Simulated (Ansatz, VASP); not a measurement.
Two plane-wave programs on Re

INCAR

```
PREC     = Accurate       # precision mode
ENCUT    = 560            # plane-wave cutoff, eV
EDIFF    = 1E-6           # SCF threshold, eV
ISMEAR   = 0              # smearing method
SIGMA    = 0.15           # smearing width, eV
LREAL    = F              # projectors in reciprocal space
LASPH    = T              # aspherical terms in the spheres
NELM     = 120            # most SCF steps
ALGO     = Normal         # electronic algorithm
ISIF     = 2              # what is computed and relaxed
LWAVE    = F              # write WAVECAR
LCHARG   = F              # write CHGCAR
GGA      = PE             # functional
NBANDS   = 14             # bands
GGA_COMPAT= F
```

File KPOINTS:

```
regular mesh
0
Gamma
  10 10 10
```

File POSCAR:

```
Re
1.0
    0.0000000000      2.3440199708      1.4748573656
    2.3440199708      0.0000000000      1.4748573656
    2.3440199708      2.3440199708      0.0000000000
Re
1
Direct
    0.0000000000      0.0000000000      0.0000000000
```

Input for Ansatz:

```yaml
crystal:
  lattice:
    - [0.0, 2.3440199708, 1.4748573656]
    - [2.3440199708, 0.0, 1.4748573656]
    - [2.3440199708, 2.3440199708, 0.0]
  atoms:
    - { symbol: Re, position: [0.0, 0.0, 0.0] }
basis:
  ecutwfc: 420
kpoints:
  mp_grid: { grid: [10, 10, 10] }
hamiltonian:
  xc: pbe
scf:
  occupations: { method: gaussian, width: 0.15 }
output:
  forces: true
  stress: true
  eigenvalues: true
```

Alike in both runs: task single point; functional PBE; k mesh 10 × 10 × 10; occupations gaussian, width 0.15 eV; no spin polarisation.

```csv
,VASP,Ansatz
version,VASP 6.6.1,Ansatz 0.2.0
potentials or method,"VASP PAW PBE potentials, release 64 (Re_sv_GW), cutoff 560 eV","scalar-relativistic, plane waves, PAW"
valence electrons in the cell,15,15
```

|  | VASP | Ansatz | Ansatz less VASP |
| --- | --- | --- | --- |
| gap on the k mesh at the Fermi level (eV) | none | none | - |
| pressure (GPa) | -22.0 | -20.6 | +1.37 |
| traceless stress, the component that is largest in VASP (GPa) | 1.94 | 1.95 | +0.012 |

A gap of «none» marks a metal or a gap that the smearing closes.

Neither program's run includes spin-orbit coupling.
